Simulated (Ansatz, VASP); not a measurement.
## Two plane-wave programs on Ge

```xyz
2
Lattice="0.0000 3.0193 2.5169 3.0193 0.0000 2.5169 3.0193 3.0193 0.0000" Properties=species:S:1:pos:R:3 pbc="T T T"
Ge    3.0193    3.0193    2.5169
Ge    4.5290    4.5290    3.7754
```

Alike in both runs: task single point; functional PBE; k mesh 14 × 14 × 14; occupations gaussian, width 0.15 eV; no spin polarisation.

```csv
,VASP,Ansatz
version,VASP 6.6.1,Ansatz 0.2.0
potentials or method,"VASP PAW PBE potentials, release 64 (Ge_d), cutoff 520 eV","scalar-relativistic, plane waves, PAW"
valence electrons in the cell,28,28
```

Ansatz gave:

| Quantity | Value |
| --- | --- |
| gap on the k mesh at the Fermi level (eV) | none |
| pressure (GPa) | 2.2 |
| traceless stress, the component that is largest in VASP (GPa) | 4.91 |

Question: Estimate VASP's values.

Answer: gap on the k mesh at the Fermi level (eV): none; pressure (GPa): 2.1; traceless stress, the component that is largest in VASP (GPa): 4.93.

A gap of «none» marks a metal or a gap that the smearing closes. The functional is the same, so the differences come from potentials, cutoffs and numerics.
